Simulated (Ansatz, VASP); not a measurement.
**SiO2: VASP beside Ansatz**

```
Si O
1.0
    -1.20516    1.20516    5.69540
     1.20516   -1.20516    5.69540
     1.20516    1.20516   -5.69540
Si O
1 2
Direct
  0.00000 0.00000 0.00000
  0.59548 0.59548 0.00000
  0.40452 0.40452 0.00000
```

Alike in both runs: functional PBE; k mesh 20 × 20 × 20; occupations gaussian, width 0.01 eV; no spin polarisation.

Ansatz relaxed the structure, and its values are those at the end. VASP's run is a single point on that final structure, the one shown.

|  | VASP | Ansatz |
| --- | --- | --- |
| version | VASP 6.6.1 | Ansatz 0.2.0 |
| potentials or method | VASP PAW PBE potentials, release 64 (Si, O), cutoff 520 eV | scalar-relativistic, plane waves, PAW |
| valence electrons in the cell | 16 | 16 |

Ansatz gave:

* pressure (GPa): 0.0
* rms of the force components (eV/Å): 0.000

Q: Which values does VASP return?

A: Pressure (GPa): 0.7; rms of the force components (eV/Å): 0.011.

The functional is the same, so the differences come from potentials, cutoffs and numerics.
